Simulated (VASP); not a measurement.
# InP (an interface model) in VASP: a series of runs, part 2 of 2

VASP 6.6.1. The steps go on from the part before.

### 3 Single point, PBE

This run uses another cell than the first one, of 21.81 Å³/atom.

File INCAR:

```
PREC = Accurate
ENCUT = 520
EDIFF = 1E-7
ISMEAR = 0
SIGMA = 0.1
LREAL = F
LASPH = T
NELM = 80
ALGO = Normal
ISIF = 2
LWAVE = F
LCHARG = T
GGA = PE
LELF = T
LVHAR = T
NBANDS = 66
```

File KPOINTS:

```
Automatic mesh
0
Gamma
  12 12 2
```

File POSCAR:

```
InP
1.0
    3.9175984298      0.0000000000      0.0000000000
   -1.9587992149      3.3927397620      0.0000000000
    0.0000000000      0.0000000000     19.6869517241
In P
6 6
Direct
    0.0000000000      0.0000000000      0.0177464478
    0.3333333333      0.6666666667      0.1760063072
    0.6666666667      0.3333333333      0.3332531087
    0.0000000000      1.0000000000      0.7406603595
    0.6666666667      0.3333333333      0.5834135580
    0.3333333333      0.6666666667      0.8989202188
    0.0000000000      1.0000000000      0.2572846260
    0.6666666667      0.3333333333      0.0927738323
    0.3333333333      0.6666666667      0.4323757921
    0.0000000000      1.0000000000      0.4842908745
    0.3333333333      0.6666666667      0.6593820407
    0.6666666667      0.3333333333      0.8238928344
```

Potentials or basis: VASP PAW PBE potentials, release 64 (In_d, P).

Launch:

```sh
cat potpaw_PBE.64/In_d/POTCAR potpaw_PBE.64/P/POTCAR > POTCAR
mpirun -np 1 vasp_std > vasp.out
```

OUTCAR:

```text
PREC = Accurate
   ENCUT = 520
   EDIFF = 1E-7
   ISMEAR = 0
   LREAL = F
   LASPH = T
   NELM = 80
   ISIF = 2
   GGA = PE

 ion  position               nearest neighbor table
   1  0.000  0.000  0.018-   8 2.70   8 2.70   8 2.70   6 3.25   6 3.25   6 3.25   2 3.85   2 3.85
                             2 3.85
   2  0.333  0.667  0.176-   7 2.77   7 2.77   7 2.77   8 2.79   8 2.79   8 2.79   3 3.83   3 3.83
                             3 3.83   1 3.85   1 3.85   1 3.85
   3  0.667  0.333  0.333-   7 2.71   7 2.71   7 2.71   9 2.99   9 2.99   9 2.99   2 3.83   2 3.83
                             2 3.83
   4  0.000  0.000  0.741-  11 2.77  11 2.77  11 2.77  12 2.79  12 2.79  12 2.79   5 3.83   5 3.83
                             5 3.83   6 3.85   6 3.85   6 3.85
   5  0.667  0.333  0.583-  11 2.71  11 2.71  11 2.71  10 2.99  10 2.99  10 2.99   4 3.83   4 3.83
                             4 3.83
   6  0.333  0.667  0.899-  12 2.70  12 2.70  12 2.70   1 3.25   1 3.25   1 3.25   4 3.85   4 3.85
                             4 3.85
   7  0.000  0.000  0.257-   3 2.71   3 2.71   3 2.71   2 2.77   2 2.77   2 2.77
   8  0.667  0.333  0.093-   1 2.70   1 2.70   1 2.70   2 2.79   2 2.79   2 2.79
[... 221 lines left out ...]
      1      -7.4399      2.00000
      2      -7.4399      2.00000
      3      -7.4016      2.00000
      4      -7.4016      2.00000
      5      -7.3919      2.00000
      6      -7.3919      2.00000
[... 1645 lines left out ...]
     65      11.3200      0.00000
     66      11.3635      0.00000

 [... further k-points ...]
[... 5 lines left out ...]
  --------------------------------------------------------------------------------------
  -------------------------------------------------------------------------------------
  Total       -0.5388613     -0.5388613     -0.0418391      0.0000000      0.0000000     -0.0000000
  in kB       -3.2994280     -3.2994280     -0.2561794      0.0000000      0.0000000     -0.0000000
  external PRESSURE =      -2.2850118 kB  Pullay stress =       0.0000000 kB

 VOLUME and BASIS-vectors are now :
 -----------------------------------------------------------------------------
  energy-cutoff  :      520.00
  volume of cell :      261.67
      direct lattice vectors                 reciprocal lattice vectors
     3.917598430  0.000000000  0.000000000     0.255258424  0.147373520  0.000000000
    -1.958799215  3.392739762  0.000000000     0.000000000  0.294747039  0.000000000
     0.000000000  0.000000000 19.686951724     0.000000000  0.000000000  0.050795065

 POSITION                                       TOTAL-FORCE (eV/Angst)
 -----------------------------------------------------------------------------------
      0.00000      0.00000      0.34937        -0.000000      0.000000     -0.000125
     -0.00000      2.26183      3.46503        -0.000000      0.000000      0.001392
      1.95880      1.13091      6.56074         0.000000     -0.000000      0.000535
      0.00000      0.00000     14.58134         0.000000      0.000000     -0.001392
      1.95880      1.13091     11.48563        -0.000000      0.000000     -0.000535
     -0.00000      2.26183     17.69700         0.000000      0.000000      0.000125
      0.00000      0.00000      5.06515        -0.000000      0.000000     -0.001543
      1.95880      1.13091      1.82643         0.000000     -0.000000     -0.000829
     -0.00000      2.26183      8.51216         0.000000     -0.000000      0.011616
      0.00000      0.00000      9.53421        -0.000000      0.000000     -0.011616
     -0.00000      2.26183     12.98122         0.000000      0.000000      0.001543
      1.95880      1.13091     16.21994        -0.000000      0.000000      0.000829
 -----------------------------------------------------------------------------------
    total drift:                                0.000000     -0.000000     -0.000002

  FREE ENERGIE OF THE ION-ELECTRON SYSTEM (eV)
  ---------------------------------------------------
  free  energy   TOTEN  =       -47.4928001312 eV

  energy  without entropy=      -47.4742345624  energy(sigma->0) =      -47.48351735
```

stdout:

```text
POSCAR found type information on POSCAR InP
 POSCAR found :  2 types and      12 ions
 scaLAPACK will be used
 LDA part: xc-table for (Slater+PW92), standard interpolation
 POSCAR, INCAR and KPOINTS ok, starting setup
 FFT: planning ... GRIDC
 FFT: planning ... GRID_SOFT
 FFT: planning ... GRID
 WAVECAR not read
 entering main loop
```

Wall time 14 min (1 thread of Intel Xeon 6975P-C (Granite Rapids), shared host); peak memory 0.65 GiB.

What came out:

| Quantity | Value |
| --- | --- |
| Free energy | -47.4928 eV |
| Pressure | -0.2 GPa |
| Largest force | 0.012 eV/Å |
| Band gap on the k mesh | zero (bands 54 and 55 overlap by 1.30 eV) |

Forces on the atoms (eV/Å):
```
In   0.000  0.000  0.000
In   0.000  0.000  0.001
In   0.000  0.000  0.001
In   0.000  0.000 -0.001
In   0.000  0.000 -0.001
In   0.000  0.000  0.000
P    0.000  0.000 -0.002
P    0.000  0.000 -0.001
P    0.000  0.000  0.012
P    0.000  0.000 -0.012
P    0.000  0.000  0.002
P    0.000  0.000  0.001
```

Stress tensor (GPa, compression positive):
```
-0.33  0.00  0.00
 0.00 -0.33  0.00
 0.00  0.00 -0.03
```

Caveat: spin-orbit coupling is left out, which moves the levels of the heavy elements.
